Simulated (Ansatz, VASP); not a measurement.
# One calculation of ZnSe, two programs

```
Zn Se
1.0
     0.00000    2.89802    2.89802
     2.89802    0.00000    2.89802
     2.89802    2.89802    0.00000
Zn Se
1 1
Direct
  0.00000 0.00000 0.00000
  0.25000 0.25000 0.25000
```

Alike in both runs: task single point; functional PBE; k mesh 6 × 6 × 6; occupations gaussian, width 0.05 eV; no spin polarisation.

```csv
,VASP,Ansatz
version,VASP 6.6.1,Ansatz 0.2.0
potentials or method,"VASP PAW PBE potentials, release 64 (Zn, Se), cutoff 500 eV","scalar-relativistic, plane waves, PAW"
valence electrons in the cell,18,28
```

```csv
,VASP,Ansatz,Ansatz less VASP
gap on the k mesh at the Fermi level (eV),1.02,1.02,0.000
least direct gap on the mesh (eV),1.02,1.02,0.000
pressure (GPa),-1.5,-1.7,-0.18
```

The functional is the same, so the differences come from potentials, cutoffs and numerics. VASP's potentials hold 18 valence electrons a cell and Ansatz's 28, so a difference there can come from the potentials and not from the codes.
